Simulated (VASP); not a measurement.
Input of a VASP 6.6.1 run:

Contents of INCAR:

```
SYSTEM = Na
  PREC = Accurate
  ENCUT = 600
  EDIFF = 1E-6
  ISMEAR = -1
  SIGMA = 0.05
  LREAL = .FALSE.
  LASPH = .TRUE.
  NELM = 100
  ALGO = Normal
  ISIF = 3
  LWAVE = .FALSE.
  LCHARG = .FALSE.
  GGA = PE
  IBRION = 2
  NSW = 60
  EDIFFG = -0.005
```

KPOINTS

```
Automatic mesh
0
G
  13 13 13
  0 0 0
```

The input POSCAR:

```
Na
1.0
   -2.0985628867      2.0985628867      2.0985628867
    2.0985628867     -2.0985628867      2.0985628867
    2.0985628867      2.0985628867     -2.0985628867
Na
1
Direct
    0.0000000000      0.0000000000      0.0000000000
```

Potentials or basis: VASP PAW PBE potentials, release 64 (Na_pv).

Command:

```console
$ cat potpaw_PBE.64/Na_pv/POTCAR > POTCAR
$ mpirun -np 1 vasp_std > vasp.out
```

Q: Estimate the band gap on the k mesh.

A: Zero (an odd number of electrons rules out a gap without spin polarisation).

Final structure:
```
Na
1.0
    -2.09856    2.09856    2.09856
     2.09856   -2.09856    2.09856
     2.09856    2.09856   -2.09856
Na
1
Direct
  0.00000 0.00000 0.00000
```

Caveat: the relaxation stopped at its first step, so nothing moved.
